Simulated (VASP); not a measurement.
# MgO (R-3m) in VASP: a series of runs

Runs on MgO. Level: r2SCAN. Tasks: single point.

Everything below comes from runs of VASP 6.6.1. Logs are shortened: lines on timing, memory, paths and dates and some standing lists are left out, and cuts for length are marked.

**1. The cell of the first run**

It takes space group R-3m (No. 166, trigonal). Conventional cell: a = 2.651 Å, b = 2.651 Å, c = 9.156 Å, α = 90.00°, β = 90.00°, γ = 120.00°. Within 2.9 Å of Mg (site symmetry -3m) lie 6 O at 2.16 Å and 6 Mg at 2.65 Å. O (site symmetry -3m) has 6 Mg at 2.16 Å and 6 O at 2.65 Å within 2.9 Å.

**2. Single point, r2SCAN**

Input file POSCAR:

```
MgO
1.0
    0.5123987481      2.3870283144      2.3870283144
    2.3870283144      0.5123987481      2.3870283144
    2.3870283144      2.3870283144      0.5123987481
Mg O
1 1
Direct
    0.0000000000      0.0000000000      0.0000000000
    0.5000000000      0.5000000000      0.5000000000
```

Input file INCAR.step1:

```
PREC = Accurate ; ENCUT = 920
ISMEAR = 0 ; SIGMA = 0.05
LREAL = F ; LASPH = T
NELM = 120 ; NBANDS = 15
GGA = PE ; ALGO = Normal
EDIFF = 1E-5 ; LWAVE = T
LCHARG = F ; GGA_COMPAT = F
```

Input file INCAR.step2:

```
PREC = Accurate ; ENCUT = 920
EDIFF = 1E-6 ; ISMEAR = 0
SIGMA = 0.05 ; LREAL = F
LASPH = T ; NELM = 120
ALGO = Normal ; ISIF = 2
LWAVE = F ; LCHARG = F
METAGGA = R2SCAN ; LMIXTAU = T
NBANDS = 15 ; ISTART = 1
GGA_COMPAT = F
```

Input file KPOINTS:

```
regular mesh
0
Gamma
  10 10 10
```

Potentials or basis: VASP PAW PBE potentials, release 64 (Mg_sv, O).

The run is started by

```bash
> cat potpaw_PBE.64/Mg_sv/POTCAR potpaw_PBE.64/O/POTCAR > POTCAR
> cp INCAR.step1 INCAR
> mpirun -np 1 vasp_std > vasp.out
> cp INCAR.step2 INCAR
> mpirun -np 1 vasp_std > vasp.out
```

OUTCAR:

```text
PREC = Accurate
   ENCUT = 920
   EDIFF = 1E-6
   ISMEAR = 0
   LREAL = F
   LASPH = T
   NELM = 120
   ISIF = 2
   METAGGA = R2SCAN
   ISTART = 1

 ion  position               nearest neighbor table
   1  0.000  0.000  0.000-
   2  0.500  0.500  0.500-

  LATTYP: Found a trigonal (rhomboedric) cell.
 ALAT       =     3.4144341881
 COS(alpha) =     0.6985651702

  Lattice vectors:

 A1 = (   0.5123987481,   2.3870283144,   2.3870283144)
 A2 = (   2.3870283144,   0.5123987481,   2.3870283144)
 A3 = (   2.3870283144,   2.3870283144,   0.5123987481)

Analysis of symmetry for initial positions (statically):
=====================================================================
 Subroutine PRICEL returns:
 Original cell was already a primitive cell.

 Routine SETGRP: Setting up the symmetry group for a
 trigonal (rhombohedral) supercell.

 Subroutine GETGRP returns: Found 12 space group operations
 (whereof 12 operations were pure point group operations)
 out of a pool of 12 trial point group operations.

The static configuration has the point symmetry D_3d.

Analysis of symmetry for dynamics (positions and initial velocities):
=====================================================================
 Subroutine PRICEL returns:
 Original cell was already a primitive cell.

 Routine SETGRP: Setting up the symmetry group for a
 trigonal (rhombohedral) supercell.

 Subroutine GETGRP returns: Found 12 space group operations
 (whereof 12 operations were pure point group operations)
 out of a pool of 12 trial point group operations.

The dynamic configuration has the point symmetry D_3d.

 Subroutine INISYM returns: Found 12 space group operations
 (whereof 12 operations are pure point group operations),
 and found     1 'primitive' translations

----------------------------------------------------------------------------------------

                                     Primitive cell

  volume of cell :      18.5779

  direct lattice vectors                    reciprocal lattice vectors
     0.512398748  2.387028314  2.387028314    -0.292571592  0.240867130  0.240867130
     2.387028314  0.512398748  2.387028314     0.240867130 -0.292571592  0.240867130
     2.387028314  2.387028314  0.512398748     0.240867130  0.240867130 -0.292571592

  length of vectors
[... 90 lines left out ...]
   POTIM  = 0.5000    time-step for ionic-motion
   TEBEG  =    0.0;   TEEND  =   0.0 temperature during run
   PSTRESS=    0.0 pullay stress
   NELECT =      16.0000    total number of electrons
   NUPDOWN=      -1.0000    fix difference up-down
   EMIN   =  10.00;   EMAX   =-10.00  energy-range for DOS
   EFERMI =   0.00;   METHOD = LEGACY
   ISMEAR =     0;   SIGMA  =   0.05  broadening in eV -4-tet -1-fermi 0-gaus
   EFERMI_NEDOS =   21; number of points for ismear=-14 and -15
   IALGO  =     38    algorithm
   IMIX   =      4    mixing-type and parameters
     AMIX     =   0.40;   BMIX     =  1.00
     AMIX_MAG =   1.60;   BMIX_MAG =  1.00
  volume/ion in A,a.u.               =       9.29        62.68
  Fermi-wavevector in a.u.,A,eV,Ry     =   1.557577  2.943395 33.008382  2.426048
  Thomas-Fermi vector in A             =   2.661207
   LORBIT       =      0    0 simple, 1 ext, 2 COOP (PROOUT), +10 PAW based schemes
   METAGGA = R2SCAN    functional components
   LHFCALC =     F    Hartree Fock is set to
   AEXX    =    0.0000 exact exchange contribution
   IVDW    =     0    specifies the selected vdW correction
   LEPSILON=     F    determine dielectric tensor
   LRPA    =     F    only Hartree local field effects (RPA)
 non-spin polarized calculation
 Gauss-broadening in eV      SIGMA  =   0.05
  energy-cutoff  :      920.00
  volume of cell :       18.58
 maximum number of plane-waves:      1221
 NGX is ok and might be reduce to    36

 number of electron      16.0000002 magnetization

 Free energy of the ion-electron system (eV)
  ---------------------------------------------------
  ext. energy  EPLUGINS =         0.00000000
  ---------------------------------------------------
  free energy    TOTEN  =       -14.29637380 eV

  energy without entropy =      -14.29637380  energy(sigma->0) =      -14.29637380

 E-fermi :   4.7725     XC(G=0): -12.1392

 val. band max:        4.4783423790   @ k =   0.0000   0.0000   0.0000
 cond. band min:       5.7011024353   @ k =   0.0000   0.0000   0.0000
 fundamental gap:      1.2227600563
 Fermi energy:         4.7725266823

 k-point     1 :       0.0000    0.0000    0.0000
  band No.  band energies     occupation
      1     -73.1987      2.00000
      2     -38.3085      2.00000
      3     -38.3085      2.00000
      4     -38.1499      2.00000
      5     -15.1652      2.00000
      6       0.8742      2.00000
      7       4.4783      2.00000
      8       4.4783      2.00000
      9       5.7011      0.00000
     10      17.7851      0.00000
     11      21.4663      0.00000
     12      22.9010      0.00000
     13      22.9010      0.00000
     14      27.5921      0.00000
[... 401 lines left out ...]
      2     -38.4438      2.00000
      3     -38.3495      2.00000
      4     -38.1373      2.00000
      5     -13.6646      2.00000
      6      -0.4333      2.00000
      7       0.9652      2.00000
      8       3.1476      2.00000
      9      10.4231      0.00000
     10      14.1435      0.00000
     11      18.1869      0.00000
     12      22.4105      0.00000
     13      23.5637      0.00000
     14      25.1854      0.00000
     15      28.7050      0.00000

 [... further k-points ...]

------------------------ aborting loop because EDIFF is reached ----------------------------------------

  FORCE on cell =-STRESS in cart. coord.  units (eV):
  Direction    XX          YY          ZZ          XY          YZ          ZX
  --------------------------------------------------------------------------------------
  -------------------------------------------------------------------------------------
  Total        0.5619125      0.5619125      0.5619125     -5.9396605     -5.9396605     -5.9396605
  in kB       48.4600412     48.4600412     48.4600412   -512.2437952   -512.2437952   -512.2437952
  external PRESSURE =      48.4600412 kB  Pullay stress =       0.0000000 kB

 VOLUME and BASIS-vectors are now :
 -----------------------------------------------------------------------------
  energy-cutoff  :      920.00
  volume of cell :       18.58
      direct lattice vectors                 reciprocal lattice vectors
     0.512398748  2.387028314  2.387028314    -0.292571592  0.240867130  0.240867130
     2.387028314  0.512398748  2.387028314     0.240867130 -0.292571592  0.240867130
     2.387028314  2.387028314  0.512398748     0.240867130  0.240867130 -0.292571592

 POSITION                                       TOTAL-FORCE (eV/Angst)
 -----------------------------------------------------------------------------------
      0.00000      0.00000      0.00000        -0.000000      0.000000     -0.000000
      2.64323      2.64323      2.64323         0.000000     -0.000000      0.000000
 -----------------------------------------------------------------------------------
    total drift:                                0.000000      0.000000      0.000000

  FREE ENERGIE OF THE ION-ELECTRON SYSTEM (eV)
  ---------------------------------------------------
  free  energy   TOTEN  =       -14.2963738028 eV

  energy  without entropy=      -14.2963738028  energy(sigma->0) =      -14.29637380
```

OUTCAR.step1:

```text
PREC = Accurate
   ENCUT = 920
   ISMEAR = 0
   LREAL = F
   LASPH = T
[... 654 lines left out ...]
 -----------------------------------------------------------------------------------
      0.00000      0.00000      0.00000        -0.000000     -0.000000     -0.000000
      2.64323      2.64323      2.64323         0.000000      0.000000      0.000000
 -----------------------------------------------------------------------------------
    total drift:                                0.000000      0.000000      0.000000

  FREE ENERGIE OF THE ION-ELECTRON SYSTEM (eV)
  ---------------------------------------------------
  free  energy   TOTEN  =       -10.1258350856 eV

  energy  without entropy=      -10.1258350856  energy(sigma->0) =      -10.12583509
```

Wall time 4.8 min (1 thread of Intel Xeon Platinum 8259CL at 2.50GHz (Skylake/Cascade Lake), shared host); peak memory 0.26 GiB.

Results:

| Item | Value |
| --- | --- |
| Free energy | -14.2964 eV |
| Pressure | 4.8 GPa |
| Band gap on the k mesh | 1.22 eV |

Stress tensor (GPa, compression positive):
```
  4.85 -51.22 -51.22
-51.22   4.85 -51.22
-51.22 -51.22   4.85
```

Caveat: the cell stands under pressure; the PAW data sets were made with another functional, which shifts forces and pressure a little.

**3. Single point, r2SCAN**

This run uses another cell than the first one, of the same volume but with other edges.

Input file POSCAR:

```
MgO
1.0
   -0.2219127173      1.9972144556      1.9972144556
    1.9972144556     -0.2219127173      1.9972144556
    1.9972144556      1.9972144556     -0.2219127173
Mg O
1 1
Direct
    0.0000000000      0.0000000000      0.0000000000
    0.5000000000      0.5000000000      0.5000000000
```

Input file INCAR.step1:

```
SYSTEM = MgO
ALGO = Normal
EDIFF = 1E-5
ENCUT = 920
GGA = PE
GGA_COMPAT = .False.
ISMEAR = 0
LASPH = .True.
LCHARG = .False.
LREAL = .False.
LWAVE = .True.
NBANDS = 15
NELM = 120
PREC = Accurate
SIGMA = 0.05
```

Input file INCAR.step2:

```
SYSTEM = MgO
ALGO = Normal
EDIFF = 1E-6
ENCUT = 920
GGA_COMPAT = .False.
ISIF = 2
ISMEAR = 0
ISTART = 1
LASPH = .True.
LCHARG = .True.
LELF = .True.
LMIXTAU = .True.
LREAL = .False.
LVHAR = .True.
LWAVE = .False.
METAGGA = R2SCAN
NBANDS = 15
NELM = 120
PREC = Accurate
SIGMA = 0.05
```

Input file KPOINTS:

```
k-points
0
Gamma
  10 10 10
  0 0 0
```

Potentials or basis: VASP PAW PBE potentials, release 64 (Mg_sv, O).

The run is started by

```bash
> cat potpaw_PBE.64/Mg_sv/POTCAR potpaw_PBE.64/O/POTCAR > POTCAR
> cp INCAR.step1 INCAR
> mpirun -np 1 vasp_std > vasp.out
> cp INCAR.step2 INCAR
> mpirun -np 1 vasp_std > vasp.out
```

It took 2.5 min on 1 thread of Intel Xeon Platinum 8559C (Emerald Rapids), shared host; peak memory 0.21 GiB.

It converged, with:

| Item | Value |
| --- | --- |
| Free energy | -15.8887 eV |
| Pressure | 0.5 GPa |
| Band gap on the k mesh | 4.73 eV |

Stress tensor (GPa, compression positive):
```
 0.47 12.72 12.72
12.72  0.47 12.72
12.72 12.72  0.47
```

Levels at points of the mesh, in eV from the valence-band top:
| k point | band 6 | band 7 | band 8 | band 9 | band 10 | band 11 |
| --- | --- | --- | --- | --- | --- | --- |
| (0.00, 0.00, 0.00) | -0.95 | -0.95 | 0.00 | 4.73 | 14.65 | 14.65 |
| (0.50, 0.00, 0.00) | -5.48 | -1.39 | -0.67 | 8.33 | 12.39 | 16.70 |
| (0.50, 0.50, 0.00) | -4.74 | -2.66 | -1.30 | 8.57 | 11.39 | 13.31 |
| (0.50, 0.50, 0.50) | -4.74 | -1.99 | -1.99 | 7.23 | 14.57 | 14.57 |

Caveat: the PAW data sets were made with another functional, which shifts forces and pressure a little.

**4. Single point, r2SCAN**

This run uses another cell than the first one, of the same volume but with other edges.

Input file POSCAR:

```
MgO
1.0
   -0.6646201162      1.8277053197      1.8277053197
    1.8277053197     -0.6646201162      1.8277053197
    1.8277053197      1.8277053197     -0.6646201162
Mg O
1 1
Direct
    0.0000000000      0.0000000000      0.0000000000
    0.5000000000      0.5000000000      0.5000000000
```

Input file INCAR.step1:

```
  ALGO = Normal
  EDIFF = 1E-5
  ENCUT = 920
  GGA = PE
  GGA_COMPAT = False
  ISMEAR = 0
  LASPH = True
  LCHARG = False
  LREAL = False
  LWAVE = True
  NBANDS = 15
  NELM = 120
  PREC = Accurate
  SIGMA = 0.05
```

Input file INCAR.step2:

```
  ALGO = Normal
  EDIFF = 1E-6
  ENCUT = 920
  GGA_COMPAT = False
  ISIF = 2
  ISMEAR = 0
  ISTART = 1
  LASPH = True
  LCHARG = True
  LELF = True
  LMIXTAU = True
  LREAL = False
  LVHAR = True
  LWAVE = False
  METAGGA = R2SCAN
  NBANDS = 15
  NELM = 120
  PREC = Accurate
  SIGMA = 0.05
```

Input file KPOINTS:

```
k-points
0
Gamma
  10 10 10
```

The run is started by

```bash
> cat potpaw_PBE.64/Mg_sv/POTCAR potpaw_PBE.64/O/POTCAR > POTCAR
> cp INCAR.step1 INCAR
> mpirun -np 1 vasp_std > vasp.out
> cp INCAR.step2 INCAR
> mpirun -np 1 vasp_std > vasp.out
```

Run time: 2.6 min. Hardware: 1 thread of Intel Xeon Platinum 8488C (Sapphire Rapids), shared host; peak memory 0.2 GiB.

The run converged. Its results:

| Property | Result |
| --- | --- |
| Free energy | -14.7326 eV |
| Pressure | -2.0 GPa |
| Band gap on the k mesh | 3.61 eV (least direct gap 3.79 eV) |

Stress tensor (GPa, compression positive):
```
-2.01  9.61  9.61
 9.61 -2.01  9.61
 9.61  9.61 -2.01
```

Levels at points of the mesh, in eV from the valence-band top:
```tsv
k point	band 6	band 7	band 8	band 9	band 10	band 11
(0.00, 0.00, 0.00)	-1.07	-1.07	-0.18	3.61	12.03	12.03
(0.50, 0.00, 0.00)	-6.09	-0.83	-0.09	8.01	10.75	16.54
(0.50, 0.50, 0.00)	-4.74	-4.00	0.00	6.42	12.62	13.80
(0.50, 0.50, 0.50)	-3.87	-3.14	-3.14	6.89	10.13	10.13
```

Caveat: the PAW data sets were made with another functional, which shifts forces and pressure a little.

**5. Summary**

```tsv
cell	gap on the mesh (eV)	pressure (GPa)
a = 3.414 Å, angles 45.7°, 2 atoms	1.22	4.8
a = 2.833 Å, angles 67.3°, 2 atoms	4.73	0.5
a = 2.669 Å, angles 82.7°, 2 atoms	3.61	-2.0
```

Alike in all rows: task single point; level r2SCAN; potentials or basis VASP PAW PBE potentials, release 64 (Mg_sv, O); no spin polarisation; k mesh 10 × 10 × 10; cutoff (eV) 920; smearing gaussian 0.05 eV.

Caveats: the PAW data sets were made with another functional, which shifts forces and pressure a little; the cell stands under pressure (at least some runs).

Absolute energies hang on the potentials; compare differences alone.
